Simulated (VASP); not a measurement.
Here is a VASP 6.6.1 calculation.

The input INCAR:

```
SYSTEM = GaCo
PREC = Accurate
ENCUT = 520
EDIFF = 1E-6
ISMEAR = 0
SIGMA = 0.1
LREAL = .FALSE.
LASPH = .TRUE.
NELM = 150
ALGO = Normal
ISIF = 2
LWAVE = .FALSE.
LCHARG = .TRUE.
ISPIN = 2
MAGMOM = -0.01 0.18
LORBIT = 11
LMAXMIX = 4
GGA = PE
LELF = .TRUE.
LVHAR = .TRUE.
NBANDS = 22
```

KPOINTS

```
regular mesh
0
G
  14 14 14
  0 0 0
```

Contents of POSCAR:

```
GaCo
1.0
    2.8526537090      0.0000000000      0.0000000000
    0.0000000000      2.8526537090      0.0000000000
    0.0000000000      0.0000000000      2.8526537090
Ga Co
1 1
Direct
    0.5000000000      0.5000000000      0.5000000000
    0.0000000000      0.0000000000      0.0000000000
```

Potentials or basis: VASP PAW PBE potentials, release 64 (Ga_d, Co).

Run with:

```bash
$ cat potpaw_PBE.64/Ga_d/POTCAR potpaw_PBE.64/Co/POTCAR > POTCAR
$ mpirun -np 1 vasp_std > vasp.out
```

Question: Predict the site moments.

Answer: Ga -0.00; Co +0.03 μB.

Question: Estimate the band gap on the k mesh.

Answer: Zero (filled and empty bands overlap).

Question: Predict the net moment.

Answer: 0.03 μB per cell.
